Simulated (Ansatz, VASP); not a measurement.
Two plane-wave programs on Ir

INCAR

```
ALGO = Normal ; EDIFF = 1E-6
ENCUT = 500 ; GGA = PE
GGA_COMPAT = False ; ISIF = 2
ISMEAR = 0 ; LASPH = True
LCHARG = False ; LREAL = False
LWAVE = False ; NBANDS = 10
NELM = 120 ; PREC = Accurate
SIGMA = 0.1
```

KPOINTS

```
k-points
0
Gamma
  10 10 10
```

Contents of POSCAR:

```
Ir
1.0
    0.0000000000      2.0011505342      2.0011505342
    2.0011505342      0.0000000000      2.0011505342
    2.0011505342      2.0011505342      0.0000000000
Ir
1
Direct
    0.0000000000      0.0000000000      0.0000000000
```

Input for Ansatz:

```yaml
crystal:
  lattice:
    - [0.0, 2.0011505342, 2.0011505342]
    - [2.0011505342, 0.0, 2.0011505342]
    - [2.0011505342, 2.0011505342, 0.0]
  atoms:
    - { symbol: Ir, position: [0.0, 0.0, 0.0] }
basis:
  ecutwfc: 420
kpoints:
  mp_grid: { grid: [10, 10, 10] }
hamiltonian:
  xc: pbe
scf:
  occupations: { method: gaussian, width: 0.1 }
output:
  forces: true
  stress: true
  eigenvalues: true
```

Alike in both runs: task single point; functional PBE; k mesh 10 × 10 × 10; occupations gaussian, width 0.1 eV; no spin polarisation.

|  | VASP | Ansatz |
| --- | --- | --- |
| version | VASP 6.6.1 | Ansatz 0.2.0 |
| potentials or method | VASP PAW PBE potentials, release 64 (Ir), cutoff 500 eV | scalar-relativistic, plane waves, PAW |
| valence electrons in the cell | 9 | 17 |

```tsv
	VASP	Ansatz	Ansatz less VASP
gap on the k mesh at the Fermi level (eV)	none	none	-
pressure (GPa)	-26.8	-27.0	-0.21
```

A gap of «none» marks a metal or a gap that the smearing closes. With one functional, cell and mesh, what is left measures potentials, basis and numerics. VASP's potentials hold 9 valence electrons a cell and Ansatz's 17, so a difference there can come from the potentials and not from the codes.

Neither program's run includes spin-orbit coupling.
